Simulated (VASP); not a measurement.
Ge:

```
CELL_PARAMETERS angstrom
0.00000 2.83786 2.83786
2.83786 0.00000 2.83786
2.83786 2.83786 0.00000
ATOMIC_POSITIONS crystal
Ge 0.00000 0.00000 0.00000
Ge 0.25000 0.25000 0.25000
```

Base run:

| Item | Value |
| --- | --- |
| Program | VASP 6.6.1 |
| Functional | r2SCAN |
| Potentials or basis | VASP PAW PBE potentials, release 64 (Ge_d) |
| Cutoff | 550 eV |
| k mesh | 12 × 12 × 12 |
| Occupations | gaussian, width 0.1 eV |
| Spin | no spin polarisation |

Its results: band gap on the k mesh 0.31 eV, direct; pressure 0.1 GPa.

Question: The run is repeated on the same cell with these changes: functional from r2SCAN to PBEsol; cutoff from 550 eV to 500 eV. What comes out?

Answer: Band gap on the k mesh zero (filled and empty bands touch); pressure -0.5 GPa.

r2SCAN gives the wider gap, since meta-GGAs in the generalised Kohn-Sham scheme recover part of the derivative discontinuity.

Caveats: the PAW data sets were made with another functional, which shifts forces and pressure a little.

A k mesh can miss the band edges.
